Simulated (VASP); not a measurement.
Set up this calculation in VASP 6.6.1, as the native input.

```
Task                   : relaxation of cell and atoms
Functional             : PBE
Potentials or basis    : VASP PAW PBE potentials, release 64 (In_d, P)
Cutoff                 : 600 eV
k mesh                 : 6 × 6 × 4
Occupations            : gaussian, width 0.1 eV
Spin                   : no spin polarisation
Dipole correction      : no
Further INCAR settings : ALGO = Normal; EDIFF = 1e-06; IBRION = 2; EDIFFG = -0.04; NSW = 90; ISIF = 3
```

The structure of InP lies in POSCAR:

```
InP
1.0
    4.0055955600      0.0000000000      0.0000000000
   -2.0027977800      3.4689475100      0.0000000000
    0.0000000000      0.0000000000      5.3063672100
In P
2 2
Direct
    0.3333333300      0.6666666700      0.2500000000
    0.6666666700      0.3333333300      0.7500000000
    0.0000000000      0.0000000000      0.0000000000
    0.0000000000      0.0000000000      0.5000000000
```

The cell was built from a structure type or drawn by symmetry, and may not be a known phase.

The input as run:

INCAR

```
ALGO = Normal
EDIFF = 1E-6
EDIFFG = -0.04
ENCUT = 600
GGA = PE
IBRION = 2
ISIF = 3
ISMEAR = 0
LASPH = T
LCHARG = F
LREAL = F
LWAVE = F
NELM = 60
NSW = 90
PREC = Accurate
SIGMA = 0.1
```

KPOINTS

```
k-points
0
Gamma
  6 6 4
```

Potentials or basis: VASP PAW PBE potentials, release 64 (In_d, P).

Launch:

```sh
$ cat potpaw_PBE.64/In_d/POTCAR potpaw_PBE.64/P/POTCAR > POTCAR
$ mpirun -np 1 vasp_std > vasp.out
```

It gave:

| Quantity | Value |
| --- | --- |
| Relaxed volume | 22.62 Å³/atom |
| Relaxed cell | a = 4.233 Å, b = 4.233 Å, c = 5.829 Å, α = 90.00°, β = 90.00°, γ = 120.00° |
| Space group after relaxing (to 0.1 Å) | P6_3/mmc (No. 194) |
| Energy gained by relaxing | 214.3 meV/atom |
| Ionic steps | 6 |
| Pressure after relaxing | -0.1 GPa |
| Band gap on the k mesh | zero (bands 18 and 19 overlap by 1.56 eV) |

Caveat: the volume moved by over 15 % at a fixed basis, so the end points are rough; spin-orbit coupling is left out, which moves the levels of the heavy elements.

Wall time 3.1 min on 1 thread of Intel Xeon 8259CL, with other jobs on the host, peak memory 0.22 GiB.
